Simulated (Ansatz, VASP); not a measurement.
## HC4: VASP beside Ansatz

INCAR

```
SYSTEM = HC4
PREC = Accurate
ENCUT = 520
EDIFF = 1E-7
ISMEAR = 0
SIGMA = 0.1
LREAL = .False.
LASPH = .True.
NELM = 80
ALGO = Normal
ISIF = 2
LWAVE = .False.
LCHARG = .True.
LDIPOL = .True.
IDIPOL = 3
DIPOL = 0.5 0.5 0.251
GGA = PE
IVDW = 12
LELF = .True.
LVHAR = .True.
LVACPOTAV = .True.
NBANDS = 28
```

KPOINTS

```
Automatic mesh
0
Gamma
  6 6 1
  0 0 0
```

POSCAR

```
HC4
1.0
    4.9313048818      0.0000000000      0.0000000000
   -2.4656524409      4.2706353015      0.0000000000
    0.0000000000      0.0000000000     18.0000331943
C H
8 2
Direct
    0.3333333333      0.1666666667      0.2222236565
    0.3333333333      0.6666666667      0.2222236565
    0.8333333333      0.1666666667      0.2222236565
    0.8333333333      0.6666666667      0.2222236565
    0.1666666667      0.3333333333      0.2222218124
    0.1666666667      0.8333333333      0.2222218124
    0.6666666667      0.3333333333      0.2222218124
    0.6666666667      0.8333333333      0.2222218124
    0.6962023835      0.3037976165      0.3666678346
    0.8037976165      0.1962023835      0.3666678346
```

Input for Ansatz:

```yaml
crystal:
  lattice:
    - [4.9313048818, 0.0, 0.0]
    - [-2.4656524409, 4.2706353015, 0.0]
    - [0.0, 0.0, 18.0000331943]
  atoms:
    - { symbol: C, position: [0.3333333333, 0.1666666667, 0.2222236565] }
    - { symbol: C, position: [0.3333333333, 0.6666666667, 0.2222236565] }
    - { symbol: C, position: [0.8333333333, 0.1666666667, 0.2222236565] }
    - { symbol: C, position: [0.8333333333, 0.6666666667, 0.2222236565] }
    - { symbol: C, position: [0.1666666667, 0.3333333333, 0.2222218124] }
    - { symbol: C, position: [0.1666666667, 0.8333333333, 0.2222218124] }
    - { symbol: C, position: [0.6666666667, 0.3333333333, 0.2222218124] }
    - { symbol: C, position: [0.6666666667, 0.8333333333, 0.2222218124] }
    - { symbol: H, position: [0.6962023835, 0.3037976165, 0.3666678346] }
    - { symbol: H, position: [0.8037976165, 0.1962023835, 0.3666678346] }
basis:
  ecutwfc: 420
kpoints:
  mp_grid: { grid: [6, 6, 1] }
hamiltonian:
  xc: pbe
  pseudopotentials: { kind: paw, azcp: { folder: soft_1 } }
  dispersion: d3bj
scf:
  occupations: { method: gaussian, width: 0.1 }
output:
  forces: true
  eigenvalues: true
  write_density: true
  write_potential: true
  elf: true
  volumetric_format: npy
efield:
  axis: 3
  dipole_correction: true
  ramp_width: 0.04
```

Alike in both runs: task single point; functional PBE; dispersion D3(BJ); k mesh 6 × 6 × 1; occupations gaussian, width 0.1 eV; no spin polarisation.

|  | VASP | Ansatz |
| --- | --- | --- |
| version | VASP 6.6.1 | Ansatz 0.2.0 |
| potentials or method | VASP PAW PBE potentials, release 64 (C, H), cutoff 520 eV | scalar-relativistic, plane waves, PAW |
| valence electrons in the cell | 34 | 34 |

```tsv
	VASP	Ansatz	Ansatz less VASP
gap on the k mesh at the Fermi level (eV)	0.03	0.03	0.000
least direct gap on the mesh (eV)	0.03	0.03	0.000
rms of the force components (eV/Å)	0.877	0.877	0.0000
```

Atom by atom the forces differ by 0.000 eV/Å (rms over components). Ansatz's warnings: structure snapped to symmetry, xc potential rough in thin density.
